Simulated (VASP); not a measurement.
A run of VASP 6.6.1 is set up as follows.

Contents of INCAR:

```
  ALGO = Normal
  EDIFF = 1E-6
  ENCUT = 520
  GGA = PS
  ISIF = 2
  ISMEAR = 0
  LASPH = True
  LCHARG = True
  LELF = True
  LREAL = Auto
  LVHAR = True
  LWAVE = False
  NBANDS = 78
  NELECT = 124.0
  NELM = 60
  PREC = Accurate
  SIGMA = 0.02
```

Contents of KPOINTS:

```
k-points
0
Gamma
  3 3 3
```

The input POSCAR:

```
Si8O15
1.0
    0.0000000000      5.0462000000      4.4946000000
    4.0970000000      0.0000000000      4.4946000000
    4.0970000000      5.0462000000      0.0000000000
Si O
8 15
Direct
    0.3517040436     -0.0689861154      1.0184955125
    0.2782158724      0.4696922840      0.0414700298
    0.8326891827      0.9622418457      0.0456475856
    0.1812154019      0.0596656553      0.4570975861
    0.6845086884      0.5689543562      0.4403763736
    0.7652095307      0.9511056030      0.5816490956
    0.2953046001      0.4203566379      0.5571271307
    0.6944384239      0.5543349931      0.9489752339
    0.3834189503      0.4645070052      0.2341566511
    0.2581768691      0.1492538255      0.5986470776
    0.3669131255      0.7215921920      0.4863824236
    0.4373124972      0.1050022805      0.1212610829
    0.0763644278      0.9860006325      0.3089132069
    0.2171602915      0.3958430903      0.8677126822
    0.1509556938      0.8051187066      1.0002957430
    0.0112965926      0.3927849719      0.3431322846
    0.8999348415      0.0135328753      0.7277876031
    0.7916239225      0.6763229471      0.1056694864
    0.8388178873      0.2404572429      0.0149689226
    0.5793470507      0.5146068050      0.7724515304
    0.7169266489      0.8691646607      0.3859158861
    0.6275219166      0.2937769754      0.4804331783
    0.9616025557      0.6104089692      0.6434594711
```

Potentials or basis: VASP PAW PBE potentials, release 64 (Si, O).

The run is started by

```bash
$ cat potpaw_PBE.64/Si/POTCAR potpaw_PBE.64/O/POTCAR > POTCAR
$ mpirun -np 1 vasp_std > vasp.out
```

(1) Predict the largest force.

Answers

(1) 2.643 eV/Å.

Caveat: the cell carries a net charge on a neutralising background, which shifts energy and pressure; the PAW data sets were made with another functional, which shifts forces and pressure a little.
